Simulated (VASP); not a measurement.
# Si2W (I4/mmm) in VASP: further runs, part 2 of 2

VASP 6.6.1. The steps go on from the part before.

### Step 3. Relaxation of shape and atoms at fixed volume, PBEsol (12.56 Å³/atom)

This run uses another cell than the first one, of 12.56 Å³/atom.

The input, INCAR:

```
PREC     = Accurate       # precision mode
ENCUT    = 600            # plane-wave cutoff, eV
EDIFF    = 1E-6           # SCF threshold, eV
ISMEAR   = 0              # smearing method
SIGMA    = 0.1            # smearing width, eV
LREAL    = F              # projectors in reciprocal space
LASPH    = T              # aspherical terms in the spheres
NELM     = 80             # most SCF steps
ALGO     = Normal         # electronic algorithm
ISIF     = 4              # what is computed and relaxed
LWAVE    = F              # write WAVECAR
LCHARG   = F              # write CHGCAR
GGA      = PS             # functional
IBRION   = 2              # ionic algorithm
NSW      = 50             # ionic steps
EDIFFG   = -0.01          # ionic threshold
```

The input, KPOINTS:

```
Automatic mesh
0
Gamma
  18 18 18
```

The input, POSCAR:

```
Si2W
1.0
   -1.5673577182      1.5673577182      3.8342379213
    1.5673577182     -1.5673577182      3.8342379213
    1.5673577182      1.5673577182     -3.8342379213
Si W
2 1
Direct
    0.3340895991      0.3340895991      0.0000000000
    0.6659104009      0.6659104009      0.0000000000
    0.0000000000      0.0000000000      0.0000000000
```

Potentials or basis: VASP PAW PBE potentials, release 64 (Si, W_sv).

Command:

```sh
$ cat potpaw_PBE.64/Si/POTCAR potpaw_PBE.64/W_sv/POTCAR > POTCAR
$ mpirun -np 1 vasp_std > vasp.out
```

OUTCAR:

```text
PREC = Accurate
   ENCUT = 600
   EDIFF = 1E-6
   ISMEAR = 0
   LREAL = F
   LASPH = T
   NELM = 80
   ISIF = 4
   GGA = PS
   IBRION = 2
   NSW = 50
   EDIFFG = -0.01

 ion  position               nearest neighbor table
   1  0.334  0.334  0.000-   2 2.54   3 2.56   3 2.56   3 2.56   3 2.56   3 2.56   2 2.56   2 2.56
                             2 2.56   2 2.56
   2  0.666  0.666  0.000-   1 2.54   3 2.56   3 2.56   3 2.56   3 2.56   3 2.56   1 2.56   1 2.56
                             1 2.56   1 2.56
   3  0.000  0.000  0.000-   2 2.56   2 2.56   1 2.56   2 2.56   1 2.56   1 2.56   2 2.56   1 2.56
                             1 2.56   2 2.56

  LATTYP: Found a body centered tetragonal cell.
 ALAT       =     3.1347154364
 C/A-ratio  =     2.4463068493

  Lattice vectors:

 A1 = (  -1.5673577182,   1.5673577182,   3.8342379213)
 A2 = (   1.5673577182,  -1.5673577182,   3.8342379213)
 A3 = (   1.5673577182,   1.5673577182,  -3.8342379213)

Analysis of symmetry for initial positions (statically):
=====================================================================
 Subroutine PRICEL returns:
 Original cell was already a primitive cell.

 Routine SETGRP: Setting up the symmetry group for a
 body centered tetragonal supercell.

 Subroutine GETGRP returns: Found 16 space group operations
 (whereof 16 operations were pure point group operations)
 out of a pool of 16 trial point group operations.
[... 278 lines left out ...]

 Free energy of the ion-electron system (eV)
  ---------------------------------------------------
  ext. energy  EPLUGINS =         0.00000000
  ---------------------------------------------------
  free energy    TOTEN  =       -26.51782438 eV

  energy without entropy =      -26.51683789  energy(sigma->0) =      -26.51733114

 E-fermi :  12.9104     XC(G=0): -12.9467

 val. band max:       12.8716344909   @ k =  -0.3889  -0.3889   0.3333
 cond. band min:      12.9197503935   @ k =  -0.4444   0.5000   0.2778
 fundamental gap:      0.0481159027
 Fermi energy:        12.9103756076

 k-point     1 :       0.0000    0.0000    0.0000
  band No.  band energies     occupation
      1     -60.7423      2.00000
      2     -25.0952      2.00000
      3     -25.0144      2.00000
      4     -25.0144      2.00000
      5      -1.7813      2.00000
      6       5.5829      2.00000
      7       9.1993      2.00000
      8       9.2082      2.00000
      9       9.8637      2.00000
     10       9.8637      2.00000
     11      13.6369      0.00000
     12      15.5092      0.00000
     13      16.1316      0.00000
     14      16.3121      0.00000
[... 401 lines left out ...]
      2     -25.1369      2.00000
      3     -25.0839      2.00000
      4     -25.0119      2.00000
      5      -0.8104      2.00000
      6       5.8364      2.00000
      7       7.1870      2.00000
      8       9.0353      2.00000
      9       9.8457      2.00000
     10      10.6566      2.00000
     11      11.4287      2.00000
     12      14.7820      0.00000
     13      15.5447      0.00000
     14      17.5151      0.00000
     15      17.7784      0.00000

 [... further k-points ...]

------------------------ aborting loop because EDIFF is reached ----------------------------------------

  FORCE on cell =-STRESS in cart. coord.  units (eV):
  Direction    XX          YY          ZZ          XY          YZ          ZX
  --------------------------------------------------------------------------------------
  -------------------------------------------------------------------------------------
  Total        3.9570881      3.9570881      3.9888837      0.0000000      0.0000000      0.0000000
  in kB      168.2716667    168.2716667    169.6237461      0.0000000      0.0000000      0.0000000
  external PRESSURE =     168.7223598 kB  Pullay stress =       0.0000000 kB
[... 18 lines left out ...]
  FREE ENERGIE OF THE ION-ELECTRON SYSTEM (eV)
  ---------------------------------------------------
  free  energy   TOTEN  =       -26.5178243831 eV

  energy  without entropy=      -26.5168378875  energy(sigma->0) =      -26.51733114

 reached required accuracy - stopping structural energy minimisation
```

CONTCAR:

```text
Si2W
   1.00000000000000
    -1.5664090214916042    1.5664090214916042    3.8388837454508686
     1.5664090214916042   -1.5664090214916042    3.8388837454508686
     1.5664090214916042    1.5664090214916042   -3.8388837454508686
  Si              W
     2     1
Direct
     0.3335175789798922    0.3335175789798922    1.0000000000000000
     0.6664824210201078    0.6664824210201078    0.0000000000000000
     0.0000000000000000    0.0000000000000000    0.0000000000000000

  0.00000000E+00  0.00000000E+00  0.00000000E+00
  0.00000000E+00  0.00000000E+00  0.00000000E+00
  0.00000000E+00  0.00000000E+00  0.00000000E+00
```

Wall time 5.8 min (1 thread of Intel Xeon 6975P-C (Granite Rapids), shared host); peak memory 0.47 GiB.

What came out:

| Item | Value |
| --- | --- |
| Free energy | -26.5178 eV |
| Energy gained by relaxing | 0.2 meV/atom |
| Ionic steps | 4 |
| Pressure after relaxing | 16.9 GPa |
| Largest force after relaxing | 0.009 eV/Å |
| Band gap on the k mesh | zero (bands 11 and 12 overlap by 1.47 eV) |

Forces in eV/Å, atoms in the order of the input:
```
Si   0.000  0.000  0.009
Si   0.000  0.000 -0.009
W    0.000  0.000  0.000
```

The path:
| step | energy change (eV) | largest force (eV/Å) | pressure (GPa) | volume (Å³) |
| --- | --- | --- | --- | --- |
| 1 | 0.0000 | 0.0990 | 17.00 | 37.68 |
| 2 | -0.0004 | 0.0165 | 16.81 | 37.68 |
| 3 | -0.0005 | 0.0183 | 16.88 | 37.68 |
| 4 | -0.0006 | 0.0092 | 16.87 | 37.68 |

Final structure:
```yaml
crystal:
  lattice:
    - [-1.56641, 1.56641, 3.83888]
    - [1.56641, -1.56641, 3.83888]
    - [1.56641, 1.56641, -3.83888]
  atoms:
    - { symbol: Si, position: [0.33352, 0.33352, 0.00000] }
    - { symbol: Si, position: [0.66648, 0.66648, 0.00000] }
    - { symbol: W, position: [0.00000, 0.00000, 0.00000] }
```

Caveat: the PAW data sets were made with another functional, which shifts forces and pressure a little; spin-orbit coupling is left out, which moves the levels of the heavy elements.
